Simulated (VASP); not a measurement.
# MoH4 (P6/mmm) in VASP: relaxation of cell and atoms with PBE

Aim: the relaxation of cell and atoms of MoH4 with PBE.

All numbers are computed with VASP 6.6.1; they aren't measurements. Logs are shortened: lines on timing, memory, paths and dates and some standing lists are left out, and cuts for length are marked.

### 1 The cell of the first run

The structure is hexagonal, space group P6/mmm (No. 191). Conventional cell: a = 2.970 Å, b = 2.970 Å, c = 6.414 Å, α = 90.00°, β = 90.00°, γ = 120.00°. Within 2.4 Å of H (site symmetry 3m) lie 3 H at 1.71 Å and 3 Mo at 2.35 Å. Within 3.1 Å of Mo (site symmetry 6/mmm) lie 12 H at 2.35 Å and 6 Mo at 2.97 Å.

### 2 Relaxation of cell and atoms, PBE (atoms taken out)

INCAR reads:

```
SYSTEM = MoH4
  PREC = Accurate
  ENCUT = 910
  EDIFF = 1E-7
  ISMEAR = 0
  SIGMA = 0.1
  LREAL = .FALSE.
  LASPH = .TRUE.
  NELM = 120
  ALGO = Normal
  ISIF = 3
  LWAVE = .FALSE.
  LCHARG = .FALSE.
  GGA = PE
  IBRION = 2
  NSW = 90
  EDIFFG = -0.04
  GGA_COMPAT = .FALSE.
  NELMIN = 4
```

KPOINTS reads:

```
regular mesh
0
G
  6 6 4
  0 0 0
```

POSCAR reads:

```
MoH4
1.0
    2.9696202500      0.0000000000      0.0000000000
   -1.4848101300      2.5717665800      0.0000000000
    0.0000000000      0.0000000000      6.4143797500
H Mo
4 1
Direct
    0.3333333300      0.6666666700      0.2500000000
    0.3333333300      0.6666666700      0.7500000000
    0.6666666700      0.3333333300      0.2500000000
    0.6666666700      0.3333333300      0.7500000000
    0.0000000000      0.0000000000      0.0000000000
```

Potentials or basis: VASP PAW PBE potentials, release 64 (H_h, Mo_sv).

Started as:

```sh
$ cat potpaw_PBE.64/H_h/POTCAR potpaw_PBE.64/Mo_sv/POTCAR > POTCAR
$ mpirun -np 1 vasp_std > vasp.out
```

OUTCAR:

```text
SYSTEM = MoH4
   PREC = Accurate
   ENCUT = 910
   EDIFF = 1E-7
   ISMEAR = 0
   LREAL = .FALSE.
   LASPH = .TRUE.
   NELM = 120
   ISIF = 3
   GGA = PE
   IBRION = 2
   NSW = 90
   EDIFFG = -0.04
   NELMIN = 4

 ion  position               nearest neighbor table
   1  0.333  0.667  0.250-
   2  0.333  0.667  0.750-
   3  0.667  0.333  0.250-
   4  0.667  0.333  0.750-
   5  0.000  0.000  0.000-

  LATTYP: Found a hexagonal cell.
 ALAT       =     2.9696202500
 C/A-ratio  =     2.1600000034

  Lattice vectors:

 A1 = (   2.9696202500,   0.0000000000,   0.0000000000)
 A2 = (  -1.4848101300,   2.5717665800,   0.0000000000)
 A3 = (   0.0000000000,   0.0000000000,   6.4143797500)

Analysis of symmetry for initial positions (statically):
=====================================================================
 Subroutine PRICEL returns:
 Original cell was already a primitive cell.

 Routine SETGRP: Setting up the symmetry group for a
 hexagonal supercell.

 Subroutine GETGRP returns: Found 24 space group operations
 (whereof 24 operations were pure point group operations)
 out of a pool of 24 trial point group operations.

The static configuration has the point symmetry D_6h.

Analysis of symmetry for dynamics (positions and initial velocities):
=====================================================================
 Subroutine PRICEL returns:
 Original cell was already a primitive cell.

 Routine SETGRP: Setting up the symmetry group for a
 hexagonal supercell.

 Subroutine GETGRP returns: Found 24 space group operations
 (whereof 24 operations were pure point group operations)
 out of a pool of 24 trial point group operations.

The dynamic configuration has the point symmetry D_6h.

 Subroutine INISYM returns: Found 24 space group operations
 (whereof 24 operations are pure point group operations),
 and found     1 'primitive' translations

----------------------------------------------------------------------------------------

                                     Primitive cell

  volume of cell :      48.9877

  direct lattice vectors                    reciprocal lattice vectors
     2.969620250  0.000000000  0.000000000     0.336743393  0.194418889  0.000000000
    -1.484810130  2.571766580  0.000000000     0.000000000  0.388837777  0.000000000
     0.000000000  0.000000000  6.414379750     0.000000000  0.000000000  0.155899719

  length of vectors
     2.969620250  2.969620256  6.414379750     0.388837778  0.388837777  0.155899719

  position of ions in fractional coordinates (direct lattice)
     0.333333330  0.666666670  0.250000000
     0.333333330  0.666666670  0.750000000
     0.666666670  0.333333330  0.250000000
     0.666666670  0.333333330  0.750000000
     0.000000000  0.000000000  0.000000000

  ion indices of the primitive-cell ions
   primitive index   ion index
                 1           1
                 2           2
                 3           3
                 4           4
                 5           5

----------------------------------------------------------------------------------------

 KPOINTS: regular mesh

Automatic generation of k-mesh.
 Grid dimensions read from file:
 generate k-points for:    6    6    4

 Generating k-lattice:

  Cartesian coordinates                     Fractional coordinates (reciprocal lattice)
     0.056123899  0.032403148  0.000000000     0.166666667 -0.000000000  0.000000000
     0.000000000  0.064806296  0.000000000     0.000000000  0.166666667  0.000000000
     0.000000000  0.000000000  0.038974930     0.000000000  0.000000000  0.250000000

  Length of vectors
     0.064806296  0.064806296  0.038974930

  Shift w.r.t. Gamma in fractional coordinates (k-lattice)
     0.000000000  0.000000000  0.000000000

 Subroutine IBZKPT returns following result:
 ===========================================

 Found     21 irreducible k-points:

 Following reciprocal coordinates:
            Coordinates               Weight
  0.000000  0.000000  0.000000      1.000000
  0.166667  0.000000  0.000000      6.000000
  0.333333  0.000000  0.000000      6.000000
  0.500000  0.000000  0.000000      3.000000
  0.166667  0.166667  0.000000      6.000000
  0.333333  0.166667  0.000000     12.000000
[... 13 lines left out ...]
  0.333333  0.166667  0.500000     12.000000
  0.333333  0.333333  0.500000      2.000000
   k-points           NKPTS =     21   k-points in BZ     NKDIM =     21   number of bands    NBANDS=     13
   number of dos      NEDOS =    301   number of ions     NIONS =      5
   total plane-waves  NPLWV =  57600
   dimension x,y,z NGX =    30 NGY =   30 NGZ =   64
   dimension x,y,z NGXF=    60 NGYF=   60 NGZF=  128
   ions per type =               4   1
   NGX,Y,Z   is equivalent  to a cutoff of  16.79, 16.79, 16.59 a.u.
   NGXF,Y,Z  is equivalent  to a cutoff of  33.59, 33.59, 33.17 a.u.
 SYSTEM =  MoH4
   PREC   = accura    normal or accurate (medium, high low for compatibility)
   ISTART =      0    job   : 0-new  1-cont  2-samecut
   ICHARG =      2    charge: 1-file 2-atom 10-const
   ISPIN  =      1    spin polarized calculation?
   LNONCOLLINEAR =      F non collinear calculations
   LSORBIT =      F    spin-orbit coupling
   LASPH  =      T    aspherical Exc in radial PAW
   ENCUT  =  910.0 eV  66.88 Ry    8.18 a.u.   7.30  7.30 15.78*2*pi/ulx,y,z
   NELM   =    120;   NELMIN=  4; NELMDL= -5     # of ELM steps
   EDIFF  = 0.1E-06   stopping-criterion for ELM
   LREAL  =      F    real-space projection
   EDIFFG = -.4E-01   stopping-criterion for IOM
   NSW    =     90    number of steps for IOM
   IBRION =      2    ionic relax: 0-MD 1-quasi-New 2-CG
   NFREE  =      1    steps in history (QN), initial steepest desc. (CG)
   ISIF   =      3    stress and relaxation
   ISYM   =      2    0-nonsym 1-usesym 2-fastsym
   POTIM  = 0.5000    time-step for ionic-motion
   TEBEG  =    0.0;   TEEND  =   0.0 temperature during run
   PSTRESS=    0.0 pullay stress
   NELECT =      18.0000    total number of electrons
   NUPDOWN=      -1.0000    fix difference up-down
   EMIN   =  10.00;   EMAX   =-10.00  energy-range for DOS
   EFERMI =   0.00;   METHOD = LEGACY
   ISMEAR =     0;   SIGMA  =   0.10  broadening in eV -4-tet -1-fermi 0-gaus
   EFERMI_NEDOS =   21; number of points for ismear=-14 and -15
   IALGO  =     38    algorithm
   IMIX   =      4    mixing-type and parameters
     AMIX     =   0.40;   BMIX     =  1.00
     AMIX_MAG =   1.60;   BMIX_MAG =  1.00
  volume/ion in A,a.u.               =       9.80        66.12
  Fermi-wavevector in a.u.,A,eV,Ry     =   1.172564  2.215825 18.706742  1.374907
  Thomas-Fermi vector in A             =   2.308991
   LORBIT       =      0    0 simple, 1 ext, 2 COOP (PROOUT), +10 PAW based schemes
   GGA     = PE    functional components
   LHFCALC =     F    Hartree Fock is set to
   AEXX    =    0.0000 exact exchange contribution
   IVDW    =     0    specifies the selected vdW correction
   LEPSILON=     F    determine dielectric tensor
   LRPA    =     F    only Hartree local field effects (RPA)
 conjugate gradient relaxation of ions
 non-spin polarized calculation
 Gauss-broadening in eV      SIGMA  =   0.10
  energy-cutoff  :      910.00
  volume of cell :       48.99
 maximum number of plane-waves:      3080
 NGX is ok and might be reduce to    30
   NGX = 15   NGY = 15   NGZ = 31

--------------------------------------- Ionic step        1  -------------------------------------------

 number of electron      18.0000001 magnetization

 Free energy of the ion-electron system (eV)
  ---------------------------------------------------
  ext. energy  EPLUGINS =         0.00000000
  ---------------------------------------------------
  free energy    TOTEN  =       -20.62924079 eV

  energy without entropy =      -20.62916400  energy(sigma->0) =      -20.62920240

 E-fermi :   3.0217     XC(G=0):  -9.0367

 val. band max:        2.8361027645   @ k =   0.3333   0.3333   0.5000
 cond. band min:       3.2384138761   @ k =   0.5000   0.0000   0.5000
 fundamental gap:      0.4023111116
 Fermi energy:         3.0216670338

 k-point     1 :       0.0000    0.0000    0.0000
  band No.  band energies     occupation
      1     -58.5713      2.00000
      2     -32.5710      2.00000
      3     -32.2885      2.00000
      4     -32.2885      2.00000
      5      -6.2350      2.00000
      6      -4.3488      2.00000
      7      -0.5520      2.00000
      8       1.9472      2.00000
      9       1.9472      2.00000
     10       4.0787      0.00000
     11       4.0787      0.00000
     12       5.5058      0.00000
     13       8.3488      0.00000

 k-point     2 :       0.1667    0.0000    0.0000
  band No.  band energies     occupation
      1     -58.5511      2.00000
      2     -32.5464      2.00000
      3     -32.4476      2.00000
      4     -32.3255      2.00000
      5      -5.5796      2.00000
      6      -4.0787      2.00000
      7       0.0827      2.00000
      8       1.2159      2.00000
      9       2.6422      2.00000
     10       3.6821      0.00000
     11       3.8521      0.00000
     12       5.8018      0.00000
     13       7.6494      0.00000
[... 784 lines left out ...]
 POSITION                                       TOTAL-FORCE (eV/Angst)
 -----------------------------------------------------------------------------------
     -0.00000      1.61488      1.20780         0.000000     -0.000000     -0.222735
     -0.00000      1.61488      4.12174        -0.000000      0.000000      0.222735
      1.39853      0.80744      1.20780         0.000000     -0.000000     -0.222735
      1.39853      0.80744      4.12174        -0.000000      0.000000      0.222735
      0.00000      0.00000      0.00000        -0.000000      0.000000      0.000000
 -----------------------------------------------------------------------------------
    total drift:                                0.000000      0.000000     -0.000000

  FREE ENERGIE OF THE ION-ELECTRON SYSTEM (eV)
  ---------------------------------------------------
  free  energy   TOTEN  =       -22.6379770555 eV

  energy  without entropy=      -22.6329385430  energy(sigma->0) =      -22.63545780

--------------------------------------- Ionic step        5  -------------------------------------------

 number of electron      18.0000000 magnetization

 Free energy of the ion-electron system (eV)
  ---------------------------------------------------
  ext. energy  EPLUGINS =         0.00000000
  ---------------------------------------------------
  free energy    TOTEN  =       -22.68565459 eV

  energy without entropy =      -22.67838812  energy(sigma->0) =      -22.68202135

 E-fermi :   5.2024     XC(G=0): -10.2227

 val. band max:        5.1955630968   @ k =   0.5000   0.0000   0.2500
 cond. band min:       5.2086278116   @ k =   0.5000   0.0000   0.0000
 fundamental gap:      0.0130647147
 Fermi energy:         5.2024164444

 k-point     1 :       0.0000    0.0000    0.0000
  band No.  band energies     occupation
      1     -56.2411      2.00000
      2     -30.1623      2.00000
      3     -29.9633      2.00000
      4     -29.9633      2.00000
      5      -5.9810      2.00000
      6      -2.0718      2.00000
      7       1.5994      2.00000
      8       3.4339      2.00000
      9       3.4339      2.00000
     10       6.3568      0.00000
     11       6.3568      0.00000
     12       8.9029      0.00000
     13      10.4235      0.00000

 k-point     2 :       0.1667    0.0000    0.0000
  band No.  band energies     occupation
      1     -56.2049      2.00000
      2     -30.2274      2.00000
      3     -30.1135      2.00000
      4     -30.0211      2.00000
      5      -5.1579      2.00000
      6      -2.2065      2.00000
      7       1.7120      2.00000
      8       2.4282      2.00000
      9       4.2854      2.00000
     10       6.0369      0.00000
     11       6.4124      0.00000
     12      10.2201      0.00000
     13      10.4381      0.00000
[... 315 lines left out ...]
 VOLUME and BASIS-vectors are now :
 -----------------------------------------------------------------------------
  energy-cutoff  :      910.00
  volume of cell :       36.31
      direct lattice vectors                 reciprocal lattice vectors
     2.853893122  0.000000000 -0.000000000     0.350398546  0.202302695 -0.000000000
    -1.426946566  2.471543947  0.000000000    -0.000000000  0.404605389 -0.000000000
    -0.000000000  0.000000000  5.147408119     0.000000000 -0.000000000  0.194272530

 POSITION                                       TOTAL-FORCE (eV/Angst)
 -----------------------------------------------------------------------------------
     -0.00000      1.64770      1.13723        -0.000000      0.000000      0.017502
     -0.00000      1.64770      4.01018         0.000000     -0.000000     -0.017502
      1.42695      0.82385      1.13723        -0.000000      0.000000      0.017502
      1.42695      0.82385      4.01018         0.000000     -0.000000     -0.017502
     -1.42695      2.47154      0.00000         0.000000      0.000000      0.000000
 -----------------------------------------------------------------------------------
    total drift:                               -0.000000      0.000000      0.000000

  FREE ENERGIE OF THE ION-ELECTRON SYSTEM (eV)
  ---------------------------------------------------
  free  energy   TOTEN  =       -22.6856545890 eV

  energy  without entropy=      -22.6783881153  energy(sigma->0) =      -22.68202135

 reached required accuracy - stopping structural energy minimisation
```

Run time: 2.1 min. Hardware: 1 thread of Intel Xeon Platinum 8259CL at 2.50GHz (Skylake/Cascade Lake), shared host; peak memory 0.25 GiB.

Results:

```
Free energy                           : -22.6857 eV
Relaxed volume                        : 7.26 Å³/atom
Relaxed cell                          : a = 2.854 Å, b = 2.854 Å, c = 5.147 Å, α = 90.00°, β = 90.00°, γ = 120.00°
Space group after relaxing (to 0.1 Å) : P6/mmm (No. 191)
Energy gained by relaxing             : 411.3 meV/atom
Ionic steps                           : 5
Pressure after relaxing               : 0.0 GPa
Largest force after relaxing          : 0.018 eV/Å
Band gap on the k mesh                : zero (bands 9 and 10 overlap by 0.27 eV)
```

Forces in eV/Å, atoms in the order of the input:
```
H    0.000  0.000  0.018
H    0.000  0.000 -0.018
H    0.000  0.000  0.018
H    0.000  0.000 -0.018
Mo   0.000  0.000  0.000
```

The path:
```
step  energy change (eV)  largest force (eV/Å)  pressure (GPa)  volume (Å³)
   1              0.0000                1.5520          -23.91        48.99
   2             -1.5848                0.9710           -8.36        39.31
   3             -1.7854                0.5041            5.41        35.78
   4             -2.0087                0.2227            2.09        36.11
   5             -2.0564                0.0175           -0.02        36.31
```

Final structure:
```
H Mo
1.0
     2.85389    0.00000    0.00000
    -1.42695    2.47154    0.00000
     0.00000    0.00000    5.14741
H Mo
4 1
Direct
  0.33333 0.66667 0.22093
  0.33333 0.66667 0.77907
  0.66667 0.33333 0.22093
  0.66667 0.33333 0.77907
  0.00000 0.00000 0.00000
```

Levels at points of the mesh, in eV from the Fermi level:
```csv
k point,band 6,band 7,band 8,band 9,band 10,band 11,band 12,band 13
"(0.00, 0.00, 0.00)",-7.27,-3.60,-1.77,-1.77,1.15,1.15,3.70,5.22
"(0.50, 0.00, 0.00)",-7.34,-5.82,-1.01,-0.95,0.01,2.87,4.88,6.40
"(0.00, 0.00, 0.50)",-8.04,-2.91,-1.77,-1.77,1.15,1.15,3.81,5.21
"(0.50, 0.00, 0.50)",-7.26,-5.47,-1.62,-0.47,-0.02,2.87,4.81,5.46
```

Caveat: the k points lie up to 0.42 Å⁻¹ apart in the final cell; the cell differs from its parent crystal (atoms taken out); the volume moved by over 15 % at a fixed basis, so the end points are rough.
